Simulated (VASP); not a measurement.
A run of VASP 6.6.1:

Contents of INCAR:

```
SYSTEM = WSe2
  PREC = Accurate
  ENCUT = 520
  EDIFF = 1E-6
  ISMEAR = 0
  SIGMA = 0.05
  LREAL = .FALSE.
  LASPH = .TRUE.
  NELM = 60
  ALGO = Normal
  ISIF = 2
  LWAVE = .FALSE.
  LCHARG = .TRUE.
  GGA = PE
  IVDW = 12
  LELF = .TRUE.
  LVHAR = .TRUE.
  NBANDS = 35
```

Contents of KPOINTS:

```
Automatic mesh
0
G
  12 12 2
  0 0 0
```

Contents of POSCAR:

```
WSe2
1.0
    3.2790275604      0.0000000000      0.0000000000
   -1.6395137802      2.8397211670      0.0000000000
    0.0000000000      0.0000000000     12.7886113462
W Se
2 4
Direct
    0.3479041481      0.6773332434      0.2500000000
    0.6666698564      0.3333356684      0.7500000000
    0.3333770123      0.6666986419      0.6182912225
    0.6496592605      0.3208830479      0.1182912225
    0.3333770123      0.6666986419      0.8817087775
    0.6496592605      0.3208830479      0.3817087775
```

Potentials or basis: VASP PAW PBE potentials, release 64 (W_sv, Se).

Launch:

```bash
$ cat potpaw_PBE.64/W_sv/POTCAR potpaw_PBE.64/Se/POTCAR > POTCAR
$ mpirun -np 1 vasp_std > vasp.out
```

Hardware: 1 thread of Intel(R) Xeon(R) Platinum 8259CL CPU @ 2.50GHz (Skylake/Cascade Lake) (shared host).

Problem. Estimate the wall time of this run.

Solution. It took 6.2 min on 1 thread of Intel(R) Xeon(R) Platinum 8259CL CPU @ 2.50GHz (Skylake/Cascade Lake), with other jobs on the host, peak memory 0.59 GiB. Counts: scf iterations 15, k points 148.
